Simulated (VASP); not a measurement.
# MgO (Fm-3m) in VASP: single point with PBEsol

Aim: the single point of MgO with PBEsol.

All numbers are computed with VASP 6.6.1; they aren't measurements. Logs are shortened: lines on timing, memory, paths and dates and some standing lists are left out, and cuts for length are marked.

## Step 1: The cell of the first run

Symmetry: Fm-3m, No. 225, cubic system. The conventional cell has a = 4.214 Å, b = 4.214 Å, c = 4.214 Å, α = 90.00°, β = 90.00°, γ = 90.00°. O (site symmetry m-3m) has 6 Mg at 2.11 Å within 2.8 Å. Mg (site symmetry m-3m) has 6 O at 2.11 Å within 2.8 Å.

## Step 2: Single point, PBEsol

INCAR reads:

```
SYSTEM = MgO
ALGO = Normal ; EDIFF = 1E-6
ENCUT = 600 ; GGA = PS
GGA_COMPAT = .FALSE. ; ISIF = 2
ISMEAR = -1 ; LASPH = .TRUE.
LCHARG = .FALSE. ; LREAL = Auto
LWAVE = .FALSE. ; NBANDS = 166
NELM = 120 ; PREC = Accurate
SIGMA = 0.05
```

KPOINTS reads:

```
Automatic mesh
0
Gamma
  2 2 2
  0.5 0.5 0.5
```

POSCAR reads:

```
MgO
1.0
    8.4288080000      0.0000000000      0.0000000000
    0.0000000000      8.4288080000      0.0000000000
    0.0000000000      0.0000000000      8.4288080000
O Mg
32 32
Direct
    0.2500000000      0.0000000000      0.0000000000
    0.2500000000      0.0000000000      0.5000000000
    0.2500000000      0.5000000000      0.0000000000
    0.2500000000      0.5000000000      0.5000000000
    0.7500000000      0.0000000000      0.0000000000
    0.7500000000      0.0000000000      0.5000000000
    0.7500000000      0.5000000000      0.0000000000
    0.7500000000      0.5000000000      0.5000000000
    0.0000000000      0.2500000000      0.0000000000
    0.0000000000      0.2500000000      0.5000000000
    0.0000000000      0.7500000000      0.0000000000
    0.0000000000      0.7500000000      0.5000000000
    0.5000000000      0.2500000000      0.0000000000
    0.5000000000      0.2500000000      0.5000000000
    0.5000000000      0.7500000000      0.0000000000
    0.5000000000      0.7500000000      0.5000000000
    0.0000000000      0.0000000000      0.2500000000
    0.0000000000      0.0000000000      0.7500000000
    0.0000000000      0.5000000000      0.2500000000
    0.0000000000      0.5000000000      0.7500000000
    0.5000000000      0.0000000000      0.2500000000
    0.5000000000      0.0000000000      0.7500000000
    0.5000000000      0.5000000000      0.2500000000
    0.5000000000      0.5000000000      0.7500000000
    0.2500000000      0.2500000000      0.2500000000
    0.2500000000      0.2500000000      0.7500000000
    0.2500000000      0.7500000000      0.2500000000
    0.2500000000      0.7500000000      0.7500000000
    0.7500000000      0.2500000000      0.2500000000
    0.7500000000      0.2500000000      0.7500000000
    0.7500000000      0.7500000000      0.2500000000
    0.7500000000      0.7500000000      0.7500000000
    0.0000000000      0.0000000000      0.0000000000
    0.0000000000      0.0000000000      0.5000000000
    0.0000000000      0.5000000000      0.0000000000
    0.0000000000      0.5000000000      0.5000000000
    0.5000000000      0.0000000000      0.0000000000
    0.5000000000      0.0000000000      0.5000000000
    0.5000000000      0.5000000000      0.0000000000
    0.5000000000      0.5000000000      0.5000000000
    0.2500000000      0.2500000000      0.0000000000
    0.2500000000      0.2500000000      0.5000000000
    0.2500000000      0.7500000000      0.0000000000
    0.2500000000      0.7500000000      0.5000000000
    0.7500000000      0.2500000000      0.0000000000
    0.7500000000      0.2500000000      0.5000000000
    0.7500000000      0.7500000000      0.0000000000
    0.7500000000      0.7500000000      0.5000000000
    0.2500000000      0.0000000000      0.2500000000
    0.2500000000      0.0000000000      0.7500000000
    0.2500000000      0.5000000000      0.2500000000
    0.2500000000      0.5000000000      0.7500000000
    0.7500000000      0.0000000000      0.2500000000
    0.7500000000      0.0000000000      0.7500000000
    0.7500000000      0.5000000000      0.2500000000
    0.7500000000      0.5000000000      0.7500000000
    0.0000000000      0.2500000000      0.2500000000
    0.0000000000      0.2500000000      0.7500000000
    0.0000000000      0.7500000000      0.2500000000
    0.0000000000      0.7500000000      0.7500000000
    0.5000000000      0.2500000000      0.2500000000
    0.5000000000      0.2500000000      0.7500000000
    0.5000000000      0.7500000000      0.2500000000
    0.5000000000      0.7500000000      0.7500000000
```

Potentials or basis: VASP PAW PBE potentials, release 64 (O, Mg).

Launch:

```console
$ cat potpaw_PBE.64/O/POTCAR potpaw_PBE.64/Mg/POTCAR > POTCAR
$ mpirun -np 1 vasp_std > vasp.out
```

OUTCAR:

```text
SYSTEM = MgO
   EDIFF = 1E-6
   ENCUT = 600
   GGA = PS
   ISIF = 2
   ISMEAR = -1
   LASPH = .TRUE.
   LREAL = Auto
   NELM = 120
   PREC = Accurate

 ion  position               nearest neighbor table
   1  0.250  0.000  0.000-  33 2.11  37 2.11  41 2.11  43 2.11  49 2.11  50 2.11
   2  0.250  0.000  0.500-  34 2.11  38 2.11  42 2.11  44 2.11  49 2.11  50 2.11
   3  0.250  0.500  0.000-  35 2.11  39 2.11  41 2.11  43 2.11  51 2.11  52 2.11
   4  0.250  0.500  0.500-  36 2.11  40 2.11  42 2.11  44 2.11  51 2.11  52 2.11
   5  0.750  0.000  0.000-  33 2.11  37 2.11  45 2.11  47 2.11  53 2.11  54 2.11
   6  0.750  0.000  0.500-  34 2.11  38 2.11  46 2.11  48 2.11  53 2.11  54 2.11
[... 76 lines left out ...]
  58  0.000  0.250  0.750-   9 2.11  10 2.11  18 2.11  20 2.11  26 2.11  30 2.11  33 2.98  34 2.98
                            35 2.98  36 2.98  41 2.98  42 2.98  45 2.98  46 2.98  50 2.98  52 2.98
  59  0.000  0.750  0.250-  11 2.11  12 2.11  17 2.11  19 2.11  27 2.11  31 2.11  33 2.98  34 2.98
                            35 2.98  36 2.98  43 2.98  44 2.98  47 2.98  48 2.98  49 2.98  51 2.98
  60  0.000  0.750  0.750-  11 2.11  12 2.11  18 2.11  20 2.11  28 2.11  32 2.11  33 2.98  34 2.98
                            35 2.98  36 2.98  43 2.98  44 2.98  47 2.98  48 2.98  50 2.98  52 2.98
  61  0.500  0.250  0.250-  13 2.11  14 2.11  21 2.11  23 2.11  25 2.11  29 2.11  37 2.98  38 2.98
                            39 2.98  40 2.98  41 2.98  42 2.98  45 2.98  46 2.98  49 2.98  51 2.98
  62  0.500  0.250  0.750-  13 2.11  14 2.11  22 2.11  24 2.11  26 2.11  30 2.11  37 2.98  38 2.98
                            39 2.98  40 2.98  41 2.98  42 2.98  45 2.98  46 2.98  50 2.98  52 2.98
  63  0.500  0.750  0.250-  15 2.11  16 2.11  21 2.11  23 2.11  27 2.11  31 2.11  37 2.98  38 2.98
                            39 2.98  40 2.98  43 2.98  44 2.98  47 2.98  48 2.98  49 2.98  51 2.98
  64  0.500  0.750  0.750-  15 2.11  16 2.11  22 2.11  24 2.11  28 2.11  32 2.11  37 2.98  38 2.98
                            39 2.98  40 2.98  43 2.98  44 2.98  47 2.98  48 2.98  50 2.98  52 2.98

  LATTYP: Found a simple cubic cell.
 ALAT       =     8.4288080000

  Lattice vectors:

 A1 = (   8.4288080000,   0.0000000000,   0.0000000000)
 A2 = (   0.0000000000,   8.4288080000,   0.0000000000)
 A3 = (   0.0000000000,   0.0000000000,   8.4288080000)

Analysis of symmetry for initial positions (statically):
=====================================================================
 Subroutine PRICEL returns following result:

  LATTYP: Found a face centered cubic cell.
 ALAT       =     4.2144040000

  Lattice vectors:

 A1 = (   2.1072020000,  -2.1072020000,   0.0000000000)
 A2 = (   2.1072020000,   0.0000000000,   2.1072020000)
 A3 = (   0.0000000000,  -2.1072020000,   2.1072020000)

  32 primitive cells build up your supercell.

 Routine SETGRP: Setting up the symmetry group for a
 simple cubic supercell.

 Subroutine GETGRP returns: Found 48 space group operations
 (whereof 48 operations were pure point group operations)
 out of a pool of 48 trial point group operations.

The static configuration has the point symmetry O_h .

Analysis of symmetry for dynamics (positions and initial velocities):
=====================================================================
 Subroutine PRICEL returns following result:

  LATTYP: Found a face centered cubic cell.
 ALAT       =     4.2144040000

  Lattice vectors:

 A1 = (   2.1072020000,  -2.1072020000,   0.0000000000)
 A2 = (   2.1072020000,   0.0000000000,   2.1072020000)
 A3 = (   0.0000000000,  -2.1072020000,   2.1072020000)

  32 primitive cells build up your supercell.

 Routine SETGRP: Setting up the symmetry group for a
 simple cubic supercell.

 Subroutine GETGRP returns: Found 48 space group operations
 (whereof 48 operations were pure point group operations)
 out of a pool of 48 trial point group operations.

The dynamic configuration has the point symmetry O_h .

[... 25 lines left out ...]
                 2          33

----------------------------------------------------------------------------------------

 KPOINTS: Automatic mesh

Automatic generation of k-mesh.
 Grid dimensions read from file:
 generate k-points for:    2    2    2

 Generating k-lattice:

  Cartesian coordinates                     Fractional coordinates (reciprocal lattice)
     0.059320369  0.000000000  0.000000000     0.500000000  0.000000000  0.000000000
     0.000000000  0.059320369  0.000000000     0.000000000  0.500000000  0.000000000
     0.000000000  0.000000000  0.059320369     0.000000000  0.000000000  0.500000000

  Length of vectors
     0.059320369  0.059320369  0.059320369

  Shift w.r.t. Gamma in fractional coordinates (k-lattice)
     0.500000000  0.500000000  0.500000000

 Subroutine IBZKPT returns following result:
 ===========================================

 Found      1 irreducible k-points:

 Following reciprocal coordinates:
            Coordinates               Weight
  0.250000  0.250000  0.250000      8.000000
   k-points           NKPTS =      1   k-points in BZ     NKDIM =      1   number of bands    NBANDS=    166
   number of dos      NEDOS =    301   number of ions     NIONS =     64
   total plane-waves  NPLWV = 343000
   dimension x,y,z NGX =    70 NGY =   70 NGZ =   70
   dimension x,y,z NGXF=   140 NGYF=  140 NGZF=  140
   ions per type =              32  32
   NGX,Y,Z   is equivalent  to a cutoff of  13.81, 13.81, 13.81 a.u.
   NGXF,Y,Z  is equivalent  to a cutoff of  27.61, 27.61, 27.61 a.u.
 SYSTEM =  MgO
   PREC   = accura    normal or accurate (medium, high low for compatibility)
   ISTART =      0    job   : 0-new  1-cont  2-samecut
   ICHARG =      2    charge: 1-file 2-atom 10-const
   ISPIN  =      1    spin polarized calculation?
   LNONCOLLINEAR =      F non collinear calculations
   LSORBIT =      F    spin-orbit coupling
   LASPH  =      T    aspherical Exc in radial PAW
   ENCUT  =  600.0 eV  44.10 Ry    6.64 a.u.  16.83 16.83 16.83*2*pi/ulx,y,z
   NELM   =    120;   NELMIN=  2; NELMDL= -5     # of ELM steps
   EDIFF  = 0.1E-05   stopping-criterion for ELM
   LREAL  =      T    real-space projection
   EDIFFG = 0.1E-04   stopping-criterion for IOM
   NSW    =      0    number of steps for IOM
   IBRION =     -1    ionic relax: 0-MD 1-quasi-New 2-CG
   NFREE  =      0    steps in history (QN), initial steepest desc. (CG)
   ISIF   =      2    stress and relaxation
   ISYM   =      2    0-nonsym 1-usesym 2-fastsym
   POTIM  = 0.5000    time-step for ionic-motion
   TEBEG  =    0.0;   TEEND  =   0.0 temperature during run
   PSTRESS=    0.0 pullay stress
   NELECT =     256.0000    total number of electrons
   NUPDOWN=      -1.0000    fix difference up-down
   EMIN   =  10.00;   EMAX   =-10.00  energy-range for DOS
   EFERMI =   0.00;   METHOD = LEGACY
   ISMEAR =    -1;   SIGMA  =   0.05  broadening in eV -4-tet -1-fermi 0-gaus
   EFERMI_NEDOS =   21; number of points for ismear=-14 and -15
   IALGO  =     38    algorithm
   IMIX   =      4    mixing-type and parameters
     AMIX     =   0.40;   BMIX     =  1.00
     AMIX_MAG =   1.60;   BMIX_MAG =  1.00
  volume/ion in A,a.u.               =       9.36        63.14
  Fermi-wavevector in a.u.,A,eV,Ry     =   1.233262  2.330527 20.693577  1.520935
  Thomas-Fermi vector in A             =   2.367999
   LORBIT       =      0    0 simple, 1 ext, 2 COOP (PROOUT), +10 PAW based schemes
   GGA     = PS    functional components
   LHFCALC =     F    Hartree Fock is set to
   AEXX    =    0.0000 exact exchange contribution
   IVDW    =     0    specifies the selected vdW correction
   LEPSILON=     F    determine dielectric tensor
   LRPA    =     F    only Hartree local field effects (RPA)
 non-spin polarized calculation
  energy-cutoff  :      600.00
  volume of cell :      598.82
 maximum number of plane-waves:     19987
 NGX is ok and might be reduce to    70
   NGX = 33   NGY = 33   NGZ = 33

 number of electron     255.9999925 magnetization

 Free energy of the ion-electron system (eV)
  ---------------------------------------------------
  ext. energy  EPLUGINS =         0.00000000
  ---------------------------------------------------
  free energy    TOTEN  =      -400.49443372 eV

  energy without entropy =     -400.49443372  energy(sigma->0) =     -400.49443372

 E-fermi :   4.2124     XC(G=0): -11.3019

 val. band max:        2.9482447168   @ k =   0.2500   0.2500   0.2500
 cond. band min:       8.5932398471   @ k =   0.2500   0.2500   0.2500
 fundamental gap:      5.6449951302
 Fermi energy:         4.2123537002

 k-point     1 :       0.2500    0.2500    0.2500
  band No.  band energies     occupation
      1     -13.9779      2.00000
      2     -13.5878      2.00000
      3     -13.5878      2.00000
      4     -13.5878      2.00000
      5     -13.2755      2.00000
      6     -13.2755      2.00000
[... 132 lines left out ...]
    139      11.4784      0.00000
    140      12.1116      0.00000
 [bands above 140 left out]

------------------------ aborting loop because EDIFF is reached ----------------------------------------

  FORCE on cell =-STRESS in cart. coord.  units (eV):
  Direction    XX          YY          ZZ          XY          YZ          ZX
  --------------------------------------------------------------------------------------
  -------------------------------------------------------------------------------------
  Total       -2.7072144     -2.7072144     -2.7072144      0.0000000     -0.0000000     -0.0000000
  in kB       -7.2432711     -7.2432711     -7.2432711      0.0000000     -0.0000000     -0.0000000
  external PRESSURE =      -7.2432711 kB  Pullay stress =       0.0000000 kB

 VOLUME and BASIS-vectors are now :
 -----------------------------------------------------------------------------
  energy-cutoff  :      600.00
  volume of cell :      598.82
      direct lattice vectors                 reciprocal lattice vectors
     8.428808000  0.000000000  0.000000000     0.118640738  0.000000000  0.000000000
     0.000000000  8.428808000  0.000000000     0.000000000  0.118640738  0.000000000
     0.000000000  0.000000000  8.428808000     0.000000000  0.000000000  0.118640738

 POSITION                                       TOTAL-FORCE (eV/Angst)
 -----------------------------------------------------------------------------------
      2.10720      0.00000      0.00000        -0.000000      0.000000      0.000000
      2.10720      0.00000      4.21440        -0.000000     -0.000000      0.000000
      2.10720      4.21440      0.00000         0.000000     -0.000000     -0.000000
      2.10720      4.21440      4.21440         0.000000     -0.000000     -0.000000
      6.32161      0.00000      0.00000         0.000000     -0.000000     -0.000000
      6.32161      0.00000      4.21440        -0.000000      0.000000     -0.000000
[... 56 lines left out ...]
      4.21440      6.32161      2.10720        -0.000000      0.000000     -0.000000
      4.21440      6.32161      6.32161         0.000000      0.000000      0.000000
 -----------------------------------------------------------------------------------
    total drift:                                0.000000      0.000000     -0.000000

  FREE ENERGIE OF THE ION-ELECTRON SYSTEM (eV)
  ---------------------------------------------------
  free  energy   TOTEN  =      -400.4944337190 eV

  energy  without entropy=     -400.4944337189  energy(sigma->0) =     -400.49443372
```

It took 4 min on 1 thread of AMD EPYC 7R43 (Zen 3), shared host; peak memory 0.66 GiB.

What came out:

```yaml
Free_energy: -400.4944 eV
Pressure: -0.7 GPa
Band_gap_on_the_k_mesh: 5.64 eV
```

Levels at points of the mesh, in eV from the valence-band top:
```csv
k point,band 126,band 127,band 128,band 129,band 130,band 131
"(0.25, 0.25, 0.25)",-0.32,0.00,0.00,5.64,7.24,7.24
```

Caveat: the PAW data sets were made with another functional, which shifts forces and pressure a little; a shifted mesh leaves out Γ, where band edges can lie. A k mesh can miss the band edges.
